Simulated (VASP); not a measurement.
# Os (Fm-3m) in VASP: a series of runs

Os is run at these levels: BLYP; tasks: single point.

All numbers are computed with VASP 6.6.1; they aren't measurements. Logs are shortened: lines on timing, memory, paths and dates and some standing lists are left out, and cuts for length are marked.

## (1) The cell of the first run

Symmetry: Fm-3m, No. 225, cubic system. The conventional cell has a = 3.965 Å, b = 3.965 Å, c = 3.965 Å, α = 90.00°, β = 90.00°, γ = 90.00°. Within 3.7 Å of Os (site symmetry m-3m) lie 12 Os at 2.80 Å.

This isn't the form of Os at room conditions, which is hcp.

## (2) Single point, BLYP (15.58 Å³/atom)

INCAR

```
AGGAC = 1.0 ; AGGAX = 1.0
ALDAC = 0.0 ; ALDAX = 1.0
ALGO = Normal ; EDIFF = 1E-6
ENCUT = 560 ; GGA = B5
GGA_COMPAT = F ; ISIF = 2
ISMEAR = -1 ; LASPH = T
LCHARG = T ; LELF = T
LREAL = F ; LVHAR = T
LWAVE = F ; NBANDS = 14
NELM = 120 ; PREC = Accurate
SIGMA = 0.1
```

KPOINTS

```
k-points
0
Gamma
  16 16 16
```

POSCAR

```
Os
1.0
    0.0000000000      1.9825238314      1.9825238314
    1.9825238314      0.0000000000      1.9825238314
    1.9825238314      1.9825238314      0.0000000000
Os
1
Direct
    0.0000000000      0.0000000000      0.0000000000
```

Potentials or basis: VASP PAW PBE potentials, release 64 (Os_sv_GW).

Run with:

```console
$ cat potpaw_PBE.64/Os_sv_GW/POTCAR > POTCAR
$ mpirun -np 1 vasp_std > vasp.out
```

OUTCAR:

```text
EDIFF = 1E-6
   ENCUT = 560
   GGA = B5
   ISIF = 2
   ISMEAR = -1
   LASPH = T
   LREAL = F
   NELM = 120
   PREC = Accurate

 ion  position               nearest neighbor table
   1  0.000  0.000  0.000-

  LATTYP: Found a face centered cubic cell.
 ALAT       =     3.9650476628

  Lattice vectors:

 A1 = (   0.0000000000,   1.9825238314,   1.9825238314)
 A2 = (   1.9825238314,   0.0000000000,   1.9825238314)
 A3 = (   1.9825238314,   1.9825238314,   0.0000000000)

Analysis of symmetry for initial positions (statically):
=====================================================================
 Subroutine PRICEL returns:
 Original cell was already a primitive cell.

 Routine SETGRP: Setting up the symmetry group for a
 face centered cubic supercell.

 Subroutine GETGRP returns: Found 48 space group operations
 (whereof 48 operations were pure point group operations)
 out of a pool of 48 trial point group operations.

The static configuration has the point symmetry O_h .

Analysis of symmetry for dynamics (positions and initial velocities):
=====================================================================
 Subroutine PRICEL returns:
 Original cell was already a primitive cell.

 Routine SETGRP: Setting up the symmetry group for a
 face centered cubic supercell.

 Subroutine GETGRP returns: Found 48 space group operations
 (whereof 48 operations were pure point group operations)
 out of a pool of 48 trial point group operations.

The dynamic configuration has the point symmetry O_h .

 Subroutine INISYM returns: Found 48 space group operations
 (whereof 48 operations are pure point group operations),
 and found     1 'primitive' translations

----------------------------------------------------------------------------------------

                                     Primitive cell

  volume of cell :      15.5842

  direct lattice vectors                    reciprocal lattice vectors
     0.000000000  1.982523831  1.982523831    -0.252203778  0.252203778  0.252203778
     1.982523831  0.000000000  1.982523831     0.252203778 -0.252203778  0.252203778
     1.982523831  1.982523831  0.000000000     0.252203778  0.252203778 -0.252203778

  length of vectors
     2.803712090  2.803712090  2.803712090     0.436829757  0.436829757  0.436829757

  position of ions in fractional coordinates (direct lattice)
     0.000000000  0.000000000  0.000000000

  ion indices of the primitive-cell ions
   primitive index   ion index
                 1           1

----------------------------------------------------------------------------------------

 KPOINTS: k-points

Automatic generation of k-mesh.
 Grid dimensions read from file:
 generate k-points for:   16   16   16

 Generating k-lattice:

  Cartesian coordinates                     Fractional coordinates (reciprocal lattice)
    -0.015762736  0.015762736  0.015762736     0.062500000  0.000000000  0.000000000
     0.015762736 -0.015762736  0.015762736     0.000000000  0.062500000  0.000000000
     0.015762736  0.015762736 -0.015762736     0.000000000  0.000000000  0.062500000

  Length of vectors
     0.027301860  0.027301860  0.027301860

  Shift w.r.t. Gamma in fractional coordinates (k-lattice)
     0.000000000  0.000000000  0.000000000

 Subroutine IBZKPT returns following result:
 ===========================================

 Found    145 irreducible k-points:

 Following reciprocal coordinates:
            Coordinates               Weight
  0.000000  0.000000  0.000000      1.000000
  0.062500  0.000000  0.000000      8.000000
  0.125000  0.000000  0.000000      8.000000
  0.187500  0.000000  0.000000      8.000000
  0.250000  0.000000  0.000000      8.000000
  0.312500  0.000000  0.000000      8.000000
[... 16 lines left out ...]
 -0.125000  0.062500  0.000000     24.000000
 -0.062500  0.062500  0.000000     12.000000
 [... further k-points ...]
   k-points           NKPTS =    145   k-points in BZ     NKDIM =    145   number of bands    NBANDS=     14
   number of dos      NEDOS =    301   number of ions     NIONS =      1
   total plane-waves  NPLWV =  13824
   dimension x,y,z NGX =    24 NGY =   24 NGZ =   24
   dimension x,y,z NGXF=    48 NGYF=   48 NGZF=   48
   ions per type =               1
   NGX,Y,Z   is equivalent  to a cutoff of  14.23, 14.23, 14.23 a.u.
   NGXF,Y,Z  is equivalent  to a cutoff of  28.46, 28.46, 28.46 a.u.
 SYSTEM =  unknown system
   PREC   = accura    normal or accurate (medium, high low for compatibility)
   ISTART =      0    job   : 0-new  1-cont  2-samecut
   ICHARG =      2    charge: 1-file 2-atom 10-const
   ISPIN  =      1    spin polarized calculation?
   LNONCOLLINEAR =      F non collinear calculations
   LSORBIT =      F    spin-orbit coupling
   LASPH  =      T    aspherical Exc in radial PAW
   ENCUT  =  560.0 eV  41.16 Ry    6.42 a.u.   5.41  5.41  5.41*2*pi/ulx,y,z
   NELM   =    120;   NELMIN=  2; NELMDL= -5     # of ELM steps
   EDIFF  = 0.1E-05   stopping-criterion for ELM
   LREAL  =      F    real-space projection
   EDIFFG = 0.1E-04   stopping-criterion for IOM
   NSW    =      0    number of steps for IOM
   IBRION =     -1    ionic relax: 0-MD 1-quasi-New 2-CG
   NFREE  =      0    steps in history (QN), initial steepest desc. (CG)
   ISIF   =      2    stress and relaxation
   ISYM   =      2    0-nonsym 1-usesym 2-fastsym
   POTIM  = 0.5000    time-step for ionic-motion
   TEBEG  =    0.0;   TEEND  =   0.0 temperature during run
   PSTRESS=    0.0 pullay stress
   NELECT =      16.0000    total number of electrons
   NUPDOWN=      -1.0000    fix difference up-down
   EMIN   =  10.00;   EMAX   =-10.00  energy-range for DOS
   EFERMI =   0.00;   METHOD = LEGACY
   ISMEAR =    -1;   SIGMA  =   0.10  broadening in eV -4-tet -1-fermi 0-gaus
   EFERMI_NEDOS =   21; number of points for ismear=-14 and -15
   IALGO  =     38    algorithm
   IMIX   =      4    mixing-type and parameters
     AMIX     =   0.40;   BMIX     =  1.00
     AMIX_MAG =   1.60;   BMIX_MAG =  1.00
  volume/ion in A,a.u.               =      15.58       105.17
  Fermi-wavevector in a.u.,A,eV,Ry     =   1.651530  3.120939 37.110579  2.727551
  Thomas-Fermi vector in A             =   2.740294
   LORBIT       =      0    0 simple, 1 ext, 2 COOP (PROOUT), +10 PAW based schemes
   GGA     = B5    functional components
   LHFCALC =     F    Hartree Fock is set to
   AEXX    =    0.0000 exact exchange contribution
   IVDW    =     0    specifies the selected vdW correction
   LEPSILON=     F    determine dielectric tensor
   LRPA    =     F    only Hartree local field effects (RPA)
 non-spin polarized calculation
  energy-cutoff  :      560.00
  volume of cell :       15.58
 maximum number of plane-waves:       493
 NGX is ok and might be reduce to    24
   NGX = 11   NGY = 11   NGZ = 11

 number of electron      16.0000001 magnetization

 Free energy of the ion-electron system (eV)
  ---------------------------------------------------
  ext. energy  EPLUGINS =         0.00000000
  ---------------------------------------------------
  free energy    TOTEN  =       -10.65449538 eV

  energy without entropy =      -10.62245654  energy(sigma->0) =      -10.63847596

 E-fermi :  12.3237     XC(G=0): -13.2515

 val. band max:       12.3022415268   @ k =  -0.0625   0.0625   0.0000
 cond. band min:      12.3292508818   @ k =   0.4375   0.3125   0.1250
 fundamental gap:      0.0270093550
 Fermi energy:        12.3236540874

 k-point     1 :       0.0000    0.0000    0.0000
  band No.  band energies     occupation
      1     -73.6370      2.00000
      2     -32.8724      2.00000
      3     -32.8724      2.00000
      4     -32.8724      2.00000
      5       2.6088      2.00000
      6       9.7115      2.00000
      7       9.7115      2.00000
      8       9.7115      2.00000
      9      12.2792      1.21856
     10      12.2792      1.21856
     11      26.0588      0.00000
     12      31.1513      0.00000
     13      31.1513      0.00000
     14      31.1513      0.00000

 k-point     2 :       0.0625    0.0000    0.0000
  band No.  band energies     occupation
      1     -73.6355      2.00000
      2     -32.9035      2.00000
      3     -32.8772      2.00000
      4     -32.8772      2.00000
      5       2.7735      2.00000
      6       9.6207      2.00000
      7       9.7832      2.00000
      8       9.7832      2.00000
      9      12.2310      1.43282
     10      12.2310      1.43282
     11      26.3503      0.00000
     12      30.4286      0.00000
     13      31.4314      0.00000
     14      31.4314      0.00000

 k-point     3 :       0.1250    0.0000    0.0000
  band No.  band energies     occupation
      1     -73.6290      2.00000
      2     -32.9876      2.00000
      3     -32.8895      2.00000
      4     -32.8895      2.00000
      5       3.2460      2.00000
      6       9.3974      2.00000
      7       9.9624      2.00000
      8       9.9624      2.00000
      9      12.1374      1.73120
     10      12.1374      1.73120
     11      27.1272      0.00000
     12      29.0129      0.00000
     13      32.2422      0.00000
     14      32.2422      0.00000
[... 324 lines left out ...]
 k-point    23 :      -0.1250    0.0625    0.0000
  band No.  band energies     occupation
      1     -73.6237      2.00000
      2     -33.0375      2.00000
      3     -32.9175      2.00000
      4     -32.8889      2.00000
      5       3.5987      2.00000
      6       9.2060      2.00000
      7      10.0954      2.00000
      8      10.1116      2.00000
      9      11.8148      1.98774
     10      12.3847      0.70384
     11      27.6739      0.00000
     12      28.5500      0.00000
     13      31.8811      0.00000
     14      33.3127      0.00000

 k-point    24 :      -0.0625    0.0625    0.0000
  band No.  band energies     occupation
      1     -73.6321      2.00000
      2     -32.9454      2.00000
      3     -32.8956      2.00000
      4     -32.8793      2.00000
      5       3.0418      2.00000
      6       9.4580      2.00000
      7       9.8834      2.00000
      8       9.9321      2.00000
      9      12.0269      1.90213
     10      12.3022      1.10666
     11      26.8127      0.00000
     12      29.7619      0.00000
     13      31.3705      0.00000
     14      32.1311      0.00000

 [... further k-points ...]

------------------------ aborting loop because EDIFF is reached ----------------------------------------

  FORCE on cell =-STRESS in cart. coord.  units (eV):
  Direction    XX          YY          ZZ          XY          YZ          ZX
  --------------------------------------------------------------------------------------
  -------------------------------------------------------------------------------------
  Total       -1.1933660     -1.1933660     -1.1933660     -0.0000000      0.0000000      0.0000000
  in kB     -122.6871229   -122.6871229   -122.6871229     -0.0000000      0.0000000      0.0000000
  external PRESSURE =    -122.6871229 kB  Pullay stress =       0.0000000 kB

 VOLUME and BASIS-vectors are now :
 -----------------------------------------------------------------------------
  energy-cutoff  :      560.00
  volume of cell :       15.58
      direct lattice vectors                 reciprocal lattice vectors
     0.000000000  1.982523831  1.982523831    -0.252203778  0.252203778  0.252203778
     1.982523831  0.000000000  1.982523831     0.252203778 -0.252203778  0.252203778
     1.982523831  1.982523831  0.000000000     0.252203778  0.252203778 -0.252203778

 POSITION                                       TOTAL-FORCE (eV/Angst)
 -----------------------------------------------------------------------------------
      0.00000      0.00000      0.00000         0.000000      0.000000      0.000000
 -----------------------------------------------------------------------------------
    total drift:                                0.000000     -0.000000     -0.000000

  FREE ENERGIE OF THE ION-ELECTRON SYSTEM (eV)
  ---------------------------------------------------
  free  energy   TOTEN  =       -10.6544953764 eV

  energy  without entropy=      -10.6224565377  energy(sigma->0) =      -10.63847596
```

Run time: 20 s. Hardware: 1 thread of Intel Xeon Platinum 8488C (Sapphire Rapids), shared host; peak memory 0.17 GiB.

Results:

```yaml
Free_energy: -10.6545 eV
Pressure: -12.3 GPa
Band_gap_on_the_k_mesh: zero (bands 8 and 9 overlap by 3.83 eV)
```

Caveat: the cell stands under tension; the PAW data sets were made with another functional, which shifts forces and pressure a little; spin-orbit coupling is left out, which moves the levels of the heavy elements.

## (3) Single point, BLYP (16.18 Å³/atom)

This run uses another cell than the first one, of 16.18 Å³/atom.

INCAR

```
AGGAC = 1.0
AGGAX = 1.0
ALDAC = 0.0
ALDAX = 1.0
ALGO = Normal
EDIFF = 1E-6
ENCUT = 560
GGA = B5
GGA_COMPAT = False
ISIF = 2
ISMEAR = -1
LASPH = True
LCHARG = False
LREAL = False
LWAVE = False
NBANDS = 14
NELM = 120
PREC = Accurate
SIGMA = 0.1
```

KPOINTS is that of step 2.

POSCAR

```
Os
1.0
    0.0000000000      2.0076217341      2.0076217341
    2.0076217341      0.0000000000      2.0076217341
    2.0076217341      2.0076217341      0.0000000000
Os
1
Direct
    0.0000000000      0.0000000000      0.0000000000
```

Potentials or basis: VASP PAW PBE potentials, release 64 (Os_sv_GW).

Run with:

```console
$ cat potpaw_PBE.64/Os_sv_GW/POTCAR > POTCAR
$ mpirun -np 1 vasp_std > vasp.out
```

Run time: 31 s. Hardware: 1 thread of AMD EPYC 7R13 (Zen 3), shared host; peak memory 0.14 GiB.

It converged, with:

```
Free energy            : -10.5954 eV
Pressure               : -21.8 GPa
Band gap on the k mesh : zero (bands 8 and 9 overlap by 3.68 eV)
```

Levels at points of the mesh, in eV from the Fermi level:
```csv
k point,band 4,band 5,band 6,band 7,band 8,band 9,band 10,band 11,band 12,band 13
"(0.00, 0.00, 0.00)",-45.19,-9.40,-2.47,-2.47,-2.47,-0.05,-0.05,13.77,18.66,18.66
"(0.50, 0.00, 0.00)",-45.28,-6.43,-2.57,-2.57,0.16,1.88,1.88,7.27,13.45,18.38
"(0.50, 0.50, 0.00)",-45.43,-6.16,-5.59,1.83,2.32,2.42,2.42,10.03,11.30,11.30
```

Caveat: the cell stands under tension; the PAW data sets were made with another functional, which shifts forces and pressure a little; spin-orbit coupling is left out, which moves the levels of the heavy elements.

The gap in the log of VASP goes by the Fermi energy; the results here count the filled bands.